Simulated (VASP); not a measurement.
# TaN (I4/mmm) in VASP: further runs

The runs below take TaN through single point, with PBEsol.

Program: VASP 6.6.1. These are calculated values, not measurements. Logs are shortened: lines on timing, memory, paths and dates and some standing lists are left out, and cuts for length are marked.

### 1 The cell of the first run

The structure is tetragonal, space group I4/mmm (No. 139). Conventional cell: a = 2.824 Å, b = 2.824 Å, c = 5.191 Å, α = 90.00°, β = 90.00°, γ = 90.00°. Within 2.6 Å of Ta (site symmetry 4/mmm) lie 6 N at 2.00 to 2.60 Å. Within 2.6 Å of N (site symmetry 4/mmm) lie 6 Ta at 2.00 to 2.60 Å.

### 2 Single point, PBEsol

INCAR reads:

```
SYSTEM = TaN
ALGO     = Normal         ! electronic algorithm
EDIFF    = 1E-7           ! SCF threshold, eV
ENCUT    = 520            ! plane-wave cutoff, eV
GGA      = PS             ! functional
ISIF     = 2              ! what is computed and relaxed
ISMEAR   = 0              ! smearing method
LASPH    = .TRUE.         ! aspherical terms in the spheres
LCHARG   = .TRUE.         ! write CHGCAR
LELF     = .TRUE.         ! ELF
LREAL    = .FALSE.        ! projectors in reciprocal space
LVHAR    = .TRUE.       
LWAVE    = .FALSE.        ! write WAVECAR
NBANDS   = 15             ! bands
NELM     = 100            ! most SCF steps
PREC     = Accurate       ! precision mode
SIGMA    = 0.15           ! smearing width, eV
```

KPOINTS reads:

```
k-points
0
G
  20 20 20
  0 0 0
```

POSCAR reads:

```
TaN
1.0
    0.0000000000      1.9965312527      2.5954906285
    1.9965312527      0.0000000000      2.5954906285
    1.9965312527      1.9965312527      0.0000000000
Ta N
1 1
Direct
    0.5000000000      0.5000000000      0.5000000000
    0.0000000000      0.0000000000      0.0000000000
```

Potentials or basis: VASP PAW PBE potentials, release 64 (Ta_pv, N).

The run is started by

```sh
> cat potpaw_PBE.64/Ta_pv/POTCAR potpaw_PBE.64/N/POTCAR > POTCAR
> mpirun -np 1 vasp_std > vasp.out
```

OUTCAR:

```text
SYSTEM = TaN
   EDIFF = 1E-7
   ENCUT = 520
   GGA = PS
   ISIF = 2
   ISMEAR = 0
   LASPH = .TRUE.
   LREAL = .FALSE.
   NELM = 100
   PREC = Accurate

 ion  position               nearest neighbor table
   1  0.500  0.500  0.500-   2 2.00   2 2.00   2 2.00   2 2.00   2 2.60   2 2.60
   2  0.000  0.000  0.000-   1 2.00   1 2.00   1 2.00   1 2.00   1 2.60   1 2.60

  LATTYP: Found a body centered tetragonal cell.
 ALAT       =     2.8235215753
 C/A-ratio  =     1.8384776311

  Lattice vectors:

 A1 = (  -1.9965312527,   0.0000000000,   2.5954906285)
 A2 = (   1.9965312527,   0.0000000000,   2.5954906285)
 A3 = (   0.0000000000,   1.9965312527,  -2.5954906285)

Analysis of symmetry for initial positions (statically):
=====================================================================
 Subroutine PRICEL returns:
 Original cell was already a primitive cell.

 Routine SETGRP: Setting up the symmetry group for a
 body centered tetragonal supercell.

 Subroutine GETGRP returns: Found 16 space group operations
 (whereof 16 operations were pure point group operations)
 out of a pool of 16 trial point group operations.

The static configuration has the point symmetry D_4h.

Analysis of symmetry for dynamics (positions and initial velocities):
=====================================================================
 Subroutine PRICEL returns:
 Original cell was already a primitive cell.

 Routine SETGRP: Setting up the symmetry group for a
 body centered tetragonal supercell.

 Subroutine GETGRP returns: Found 16 space group operations
 (whereof 16 operations were pure point group operations)
 out of a pool of 16 trial point group operations.

The dynamic configuration has the point symmetry D_4h.

 Subroutine INISYM returns: Found 16 space group operations
 (whereof 16 operations are pure point group operations),
 and found     1 'primitive' translations

----------------------------------------------------------------------------------------

                                     Primitive cell

  volume of cell :      20.6920

  direct lattice vectors                    reciprocal lattice vectors
     0.000000000  1.996531253  2.595490628    -0.250434347  0.250434347  0.192641805
     1.996531253  0.000000000  2.595490628     0.250434347 -0.250434347  0.192641805
     1.996531253  1.996531253  0.000000000     0.250434347  0.250434347 -0.192641805

  length of vectors
     3.274554725  3.274554725  2.823521575     0.403169430  0.403169430  0.403169430

  position of ions in fractional coordinates (direct lattice)
     0.500000000  0.500000000  0.500000000
     0.000000000  0.000000000  0.000000000

  ion indices of the primitive-cell ions
   primitive index   ion index
                 1           1
                 2           2

----------------------------------------------------------------------------------------

 KPOINTS: k-points

Automatic generation of k-mesh.
 Grid dimensions read from file:
 generate k-points for:   20   20   20

 Generating k-lattice:

  Cartesian coordinates                     Fractional coordinates (reciprocal lattice)
    -0.012521717  0.012521717  0.009632090     0.050000000 -0.000000000  0.000000000
     0.012521717 -0.012521717  0.009632090    -0.000000000  0.050000000  0.000000000
     0.012521717  0.012521717 -0.009632090     0.000000000  0.000000000  0.050000000

  Length of vectors
     0.020158471  0.020158471  0.020158471

  Shift w.r.t. Gamma in fractional coordinates (k-lattice)
     0.000000000  0.000000000  0.000000000

 Subroutine IBZKPT returns following result:
 ===========================================

 Found    641 irreducible k-points:

 Following reciprocal coordinates:
            Coordinates               Weight
  0.000000  0.000000  0.000000      1.000000
  0.050000  0.000000  0.000000      8.000000
  0.100000 -0.000000  0.000000      8.000000
  0.150000  0.000000  0.000000      8.000000
  0.200000 -0.000000  0.000000      8.000000
  0.250000  0.000000  0.000000      8.000000
[... 16 lines left out ...]
 -0.400000  0.050000  0.000000      8.000000
 -0.350000  0.050000  0.000000      8.000000
 [... further k-points ...]
   k-points           NKPTS =    641   k-points in BZ     NKDIM =    641   number of bands    NBANDS=     15
   number of dos      NEDOS =    301   number of ions     NIONS =      2
   total plane-waves  NPLWV =  13824
   dimension x,y,z NGX =    24 NGY =   24 NGZ =   24
   dimension x,y,z NGXF=    48 NGYF=   48 NGZF=   48
   ions per type =               1   1
   NGX,Y,Z   is equivalent  to a cutoff of  12.18, 12.18, 14.13 a.u.
   NGXF,Y,Z  is equivalent  to a cutoff of  24.37, 24.37, 28.26 a.u.
 SYSTEM =  TaN
   PREC   = accura    normal or accurate (medium, high low for compatibility)
   ISTART =      0    job   : 0-new  1-cont  2-samecut
   ICHARG =      2    charge: 1-file 2-atom 10-const
   ISPIN  =      1    spin polarized calculation?
   LNONCOLLINEAR =      F non collinear calculations
   LSORBIT =      F    spin-orbit coupling
   LASPH  =      T    aspherical Exc in radial PAW
   ENCUT  =  520.0 eV  38.22 Ry    6.18 a.u.   6.09  6.09  5.25*2*pi/ulx,y,z
   NELM   =    100;   NELMIN=  2; NELMDL= -5     # of ELM steps
   EDIFF  = 0.1E-06   stopping-criterion for ELM
   LREAL  =      F    real-space projection
   EDIFFG = 0.1E-05   stopping-criterion for IOM
   NSW    =      0    number of steps for IOM
   IBRION =     -1    ionic relax: 0-MD 1-quasi-New 2-CG
   NFREE  =      0    steps in history (QN), initial steepest desc. (CG)
   ISIF   =      2    stress and relaxation
   ISYM   =      2    0-nonsym 1-usesym 2-fastsym
   POTIM  = 0.5000    time-step for ionic-motion
   TEBEG  =    0.0;   TEEND  =   0.0 temperature during run
   PSTRESS=    0.0 pullay stress
   NELECT =      16.0000    total number of electrons
   NUPDOWN=      -1.0000    fix difference up-down
   EMIN   =  10.00;   EMAX   =-10.00  energy-range for DOS
   EFERMI =   0.00;   METHOD = LEGACY
   ISMEAR =     0;   SIGMA  =   0.15  broadening in eV -4-tet -1-fermi 0-gaus
   EFERMI_NEDOS =   21; number of points for ismear=-14 and -15
   IALGO  =     38    algorithm
   IMIX   =      4    mixing-type and parameters
     AMIX     =   0.40;   BMIX     =  1.00
     AMIX_MAG =   1.60;   BMIX_MAG =  1.00
  volume/ion in A,a.u.               =      10.35        69.82
  Fermi-wavevector in a.u.,A,eV,Ry     =   1.502615  2.839530 30.719922  2.257851
  Thomas-Fermi vector in A             =   2.613832
   LORBIT       =      0    0 simple, 1 ext, 2 COOP (PROOUT), +10 PAW based schemes
   GGA     = PS    functional components
   LHFCALC =     F    Hartree Fock is set to
   AEXX    =    0.0000 exact exchange contribution
   IVDW    =     0    specifies the selected vdW correction
   LEPSILON=     F    determine dielectric tensor
   LRPA    =     F    only Hartree local field effects (RPA)
 non-spin polarized calculation
 Gauss-broadening in eV      SIGMA  =   0.15
  energy-cutoff  :      520.00
  volume of cell :       20.69
 maximum number of plane-waves:       576
   NGX = 13   NGY = 13   NGZ = 11

 number of electron      15.9999997 magnetization

 Free energy of the ion-electron system (eV)
  ---------------------------------------------------
  ext. energy  EPLUGINS =         0.00000000
  ---------------------------------------------------
  free energy    TOTEN  =       -21.98776625 eV

  energy without entropy =      -21.97876065  energy(sigma->0) =      -21.98326345

 E-fermi :   9.3429     XC(G=0): -13.6321

 val. band max:        9.3428003928   @ k =   0.1000  -0.0000   0.0000
 cond. band min:       9.3434362502   @ k =  -0.2000   0.0000   0.1000
 fundamental gap:      0.0006358574
 Fermi energy:         9.3429397775

 k-point     1 :       0.0000    0.0000    0.0000
  band No.  band energies     occupation
      1     -25.9791      2.00000
      2     -25.8233      2.00000
      3     -25.8233      2.00000
      4      -9.7004      2.00000
      5       5.1080      2.00000
      6       5.3351      2.00000
      7       5.5268      2.00000
      8       6.0743      2.00000
      9       6.0743      2.00000
     10       9.0458      1.99491
     11       9.0458      1.99491
     12      11.4118      0.00000
     13      15.2618      0.00000
     14      19.8741      0.00000
     15      22.3208      0.00000

 k-point     2 :       0.0500    0.0000    0.0000
  band No.  band energies     occupation
      1     -25.9837      2.00000
      2     -25.8580      2.00000
      3     -25.8204      2.00000
      4      -9.6229      2.00000
      5       4.6701      2.00000
      6       5.0480      2.00000
      7       5.8124      2.00000
      8       5.9205      2.00000
      9       6.3072      2.00000
     10       9.0996      1.97825
     11       9.1218      1.96291
     12      11.7554      0.00000
     13      15.4211      0.00000
     14      20.0779      0.00000
     15      22.3206      0.00000

 k-point     3 :       0.1000   -0.0000    0.0000
  band No.  band energies     occupation
      1     -26.0066      2.00000
      2     -25.9480      2.00000
      3     -25.8120      2.00000
      4      -9.3964      2.00000
      5       4.0409      2.00000
      6       4.4621      2.00000
      7       5.1825      2.00000
      8       6.4339      2.00000
      9       6.7677      2.00000
     10       9.2534      1.60146
     11       9.3428      1.00105
     12      12.6330      0.00000
     13      15.8599      0.00000
     14      20.6450      0.00000
     15      22.3198      0.00000

 k-point     4 :       0.1500    0.0000    0.0000
  band No.  band energies     occupation
      1     -26.1311      2.00000
      2     -25.9953      2.00000
      3     -25.7989      2.00000
      4      -9.0378      2.00000
      5       3.3551      2.00000
      6       3.7725      2.00000
      7       4.4180      2.00000
      8       6.9766      2.00000
      9       7.3355      2.00000
     10       9.4973      0.14555
     11       9.6974      0.00083
     12      13.8068      0.00000
     13      16.4779      0.00000
     14      21.4203      0.00000
     15      22.3186      0.00000
[... 307 lines left out ...]
 k-point    22 :      -0.4500    0.0500    0.0000
  band No.  band energies     occupation
      1     -27.1374      2.00000
      2     -26.1074      2.00000
      3     -25.7028      2.00000
      4      -5.7771      2.00000
      5      -1.1541      2.00000
      6       1.1460      2.00000
      7       1.2388      2.00000
      8      11.5321      0.00000
      9      11.7064      0.00000
     10      12.4842      0.00000
     11      13.3912      0.00000
     12      14.0870      0.00000
     13      21.3055      0.00000
     14      21.6427      0.00000
     15      22.3085      0.00000

 k-point    23 :      -0.4000    0.0500    0.0000
  band No.  band energies     occupation
      1     -27.1030      2.00000
      2     -26.0946      2.00000
      3     -25.7031      2.00000
      4      -5.9800      2.00000
      5      -0.8988      2.00000
      6       1.2649      2.00000
      7       1.3142      2.00000
      8      10.5457      0.00000
      9      11.4872      0.00000
     10      12.1613      0.00000
     11      13.0431      0.00000
     12      15.2939      0.00000
     13      20.9754      0.00000
     14      21.5714      0.00000
     15      22.3174      0.00000

 k-point    24 :      -0.3500    0.0500    0.0000
  band No.  band energies     occupation
      1     -27.0137      2.00000
      2     -26.0771      2.00000
      3     -25.7096      2.00000
      4      -6.4090      2.00000
      5      -0.3606      2.00000
      6       1.5007      2.00000
      7       1.5315      2.00000
      8       9.5838      0.02314
      9      11.1466      0.00000
     10      11.6268      0.00000
     11      12.3149      0.00000
     12      16.5289      0.00000
     13      20.1875      0.00000
     14      21.4974      0.00000
     15      22.3274      0.00000

 [... further k-points ...]
[... 5 lines left out ...]
  --------------------------------------------------------------------------------------
  -------------------------------------------------------------------------------------
  Total       11.6255600     11.6255600     -1.2851103      0.0000000      0.0000000     -0.0000000
  in kB      900.1663585    900.1663585    -99.5060111      0.0000000      0.0000000     -0.0000000
  external PRESSURE =     566.9422353 kB  Pullay stress =       0.0000000 kB

 VOLUME and BASIS-vectors are now :
 -----------------------------------------------------------------------------
  energy-cutoff  :      520.00
  volume of cell :       20.69
      direct lattice vectors                 reciprocal lattice vectors
     0.000000000  1.996531253  2.595490628    -0.250434347  0.250434347  0.192641805
     1.996531253  0.000000000  2.595490628     0.250434347 -0.250434347  0.192641805
     1.996531253  1.996531253  0.000000000     0.250434347  0.250434347 -0.192641805

 POSITION                                       TOTAL-FORCE (eV/Angst)
 -----------------------------------------------------------------------------------
      1.99653      1.99653      2.59549        -0.000000      0.000000      0.000000
      0.00000      0.00000      0.00000         0.000000     -0.000000     -0.000000
 -----------------------------------------------------------------------------------
    total drift:                                0.000000     -0.000000     -0.000000

  FREE ENERGIE OF THE ION-ELECTRON SYSTEM (eV)
  ---------------------------------------------------
  free  energy   TOTEN  =       -21.9877662488 eV

  energy  without entropy=      -21.9787606549  energy(sigma->0) =      -21.98326345
```

It took 3.2 min on 1 thread of Intel Xeon Platinum 8259CL at 2.50GHz (Skylake/Cascade Lake), shared host; peak memory 0.31 GiB.

Results:

| Property | Result |
| --- | --- |
| Free energy | -21.9878 eV |
| Pressure | 56.7 GPa |
| Band gap on the k mesh | zero (bands 8 and 9 overlap by 5.69 eV) |

Stress tensor (GPa, compression positive):
```
90.02  0.00  0.00
 0.00 90.02  0.00
 0.00  0.00 -9.95
```

Caveat: the cell stands under pressure; the PAW data sets were made with another functional, which shifts forces and pressure a little; spin-orbit coupling is left out, which moves the levels of the heavy elements.

### 3 Single point, PBEsol

This run uses another cell than the first one, of the same volume but with other edges.

INCAR reads:

```
SYSTEM = TaN
PREC = Accurate
ENCUT = 520
EDIFF = 1E-7
ISMEAR = 0
SIGMA = 0.15
LREAL = .False.
LASPH = .True.
NELM = 60
ALGO = Normal
ISIF = 2
LWAVE = .False.
LCHARG = .False.
GGA = PS
NBANDS = 15
```

KPOINTS reads:

```
Automatic mesh
0
Gamma
  20 20 20
  0 0 0
```

POSCAR reads:

```
TaN
1.0
    0.0000000000      2.2404123318      2.0611793452
    2.2404123318      0.0000000000      2.0611793452
    2.2404123318      2.2404123318      0.0000000000
Ta N
1 1
Direct
    0.5000000000      0.5000000000      0.5000000000
    0.0000000000      0.0000000000      0.0000000000
```

Potentials or basis: VASP PAW PBE potentials, release 64 (Ta_pv, N).

The run is started by

```sh
> cat potpaw_PBE.64/Ta_pv/POTCAR potpaw_PBE.64/N/POTCAR > POTCAR
> mpirun -np 1 vasp_std > vasp.out
```

Wall time 2.8 min (1 thread of Intel Xeon Platinum 8259CL at 2.50GHz (Skylake/Cascade Lake), shared host); peak memory 0.31 GiB.

Results (log left out):

```yaml
Free_energy: -22.9884 eV
Pressure: 12.2 GPa
Band_gap_on_the_k_mesh: zero (bands 8 and 9 overlap by 4.18 eV)
```

Stress tensor (GPa, compression positive):
```
-8.97  0.00  0.00
 0.00 -8.97  0.00
 0.00  0.00 54.56
```

Levels at points of the mesh, in eV from the Fermi level:
| k point | band 4 | band 5 | band 6 | band 7 | band 8 | band 9 | band 10 | band 11 | band 12 | band 13 |
| --- | --- | --- | --- | --- | --- | --- | --- | --- | --- | --- |
| (0.00, 0.00, 0.00) | -19.05 | -4.01 | -4.01 | -3.52 | -2.47 | -2.47 | -1.46 | -0.55 | -0.54 | 3.18 |
| (0.50, 0.00, 0.00) | -15.71 | -10.62 | -7.86 | -7.84 | 1.60 | 2.41 | 2.48 | 3.84 | 6.84 | 8.32 |
| (0.50, 0.50, 0.00) | -17.75 | -5.96 | -5.78 | -4.96 | -4.96 | 2.32 | 3.71 | 3.71 | 4.99 | 7.79 |
| (0.50, 0.00, 0.50) | -17.82 | -6.96 | -5.56 | -4.71 | -4.24 | 1.74 | 3.20 | 4.18 | 5.17 | 7.28 |

Caveat: the cell stands under pressure; the PAW data sets were made with another functional, which shifts forces and pressure a little; spin-orbit coupling is left out, which moves the levels of the heavy elements.
